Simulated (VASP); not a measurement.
BaTe, 2 atoms in the cell. It takes space group I4/mmm (No. 139, tetragonal). Conventional cell: a = 4.996 Å, b = 4.996 Å, c = 7.166 Å, α = 90.00°, β = 90.00°, γ = 90.00°. Within 4.6 Å of Ba (site symmetry 4/mmm) lie 6 Te at 3.53 to 3.58 Å. Te (site symmetry 4/mmm) has 6 Ba at 3.53 to 3.58 Å within 4.6 Å.  This cell differs from its parent crystal: uniaxial z strain +1.4%.

```yaml
Program: VASP 6.6.1
Task: single point
Functional: HSE06
Potentials_or_basis: VASP PAW PBE potentials, release 64 (Ba_sv, Te)
Cutoff: 520 eV
k_mesh: 4 × 4 × 4
Occupations: gaussian, width 0.01 eV
Spin: no spin polarisation
Dipole_correction: no
Grid_for_exact_exchange_PRECFOCK: Normal
Further_INCAR_settings: ALGO = Normal; EDIFF = 1e-06; NBANDS = 15
Share_of_exact_exchange: 0.25
Screening_parameter: 0.2079 1/Å
```

Potentials or basis: VASP PAW PBE potentials, release 64 (Ba_sv, Te).

Launch:

```bash
$ cat potpaw_PBE.64/Ba_sv/POTCAR potpaw_PBE.64/Te/POTCAR > POTCAR
$ cp INCAR.step1 INCAR
$ mpirun -np 1 vasp_std > vasp.out
$ cp INCAR.step2 INCAR
$ mpirun -np 1 vasp_std > vasp.out
```

Hardware: 1 thread of Intel(R) Xeon(R) 6975P-C (Granite Rapids), on a shared host.

Problem. How long does it take, and how much memory?

Solution. Wall time 9.9 min on 1 thread of Intel(R) Xeon(R) 6975P-C (Granite Rapids), on a shared host, peak memory 0.36 GiB. Counts: k points 13.
